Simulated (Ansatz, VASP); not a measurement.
## One calculation of Ge, two programs

File INCAR:

```
ALGO = Normal
EDIFF = 1E-6
ENCUT = 520
GGA = CA
ISIF = 2
ISMEAR = -1
LASPH = T
LCHARG = F
LREAL = F
LWAVE = F
NBANDS = 21
NELM = 100
PREC = Accurate
SIGMA = 0.05
```

File KPOINTS:

```
k-points
0
Gamma
  10 10 10
```

The input POSCAR:

```
Ge
1.0
    0.0000000000      2.8004823000      2.8287700000
    2.8004823000      0.0000000000      2.8287700000
    2.8004823000      2.8004823000      0.0000000000
Ge
2
Direct
    0.5000000000      0.5000000000      0.5000000000
    0.7500000000      0.7500000000      0.7500000000
```

Input for Ansatz:

```yaml
crystal:
  lattice:
    - [0.0, 2.8004823, 2.82877]
    - [2.8004823, 0.0, 2.82877]
    - [2.8004823, 2.8004823, 0.0]
  atoms:
    - { symbol: Ge, position: [0.5, 0.5, 0.5] }
    - { symbol: Ge, position: [0.75, 0.75, 0.75] }
kpoints:
  mp_grid: { grid: [10, 10, 10] }
  band_path:
    path:
      - [0.0, 0.0, 0.0]
      - [0.0, 0.5, 0.5]
      - [0.25, 0.75, 0.5]
      - [0.0, 0.5, 0.0]
      - [0.0, 0.0, 0.0]
      - [0.5, 0.5, 0.0]
      - [0.3725125, 0.6274875, 0.0]
      - [-0.3725125, 0.3725125, 0.0]
      - [0.0, 0.0, 0.0]
    npoints: 5
scf:
  occupations: { method: fermi_dirac, width: 0.05 }
hamiltonian:
  xc: lda
  pseudopotentials: { kind: all_electron, lapw: { basis_error: 0.00025 } }
output:
  forces: true
  stress: true
  eigenvalues: true
```

Change from the starting cell: equal xx and yy strain of -1 %.

Alike in both runs: task single point; functional LDA; k mesh 10 × 10 × 10; occupations fermi-dirac, width 0.05 eV; no spin polarisation.

|  | VASP | Ansatz |
| --- | --- | --- |
| version | VASP 6.6.1 | Ansatz 0.2.0 |
| potentials or method | VASP PAW LDA potentials, release 64 (Ge_d), cutoff 520 eV | all-electron LAPW, scalar-relativistic |

```tsv
	VASP	Ansatz	Ansatz less VASP
pressure (GPa)	0.3	0.1	-0.20
traceless stress, the component that is largest in VASP (GPa)	-0.51	-0.50	+0.004
```

LDA's correlation is that of Perdew and Zunger in VASP and of Perdew and Wang (1992) in Ansatz. Ansatz ran all-electron here, and VASP with PAW potentials.
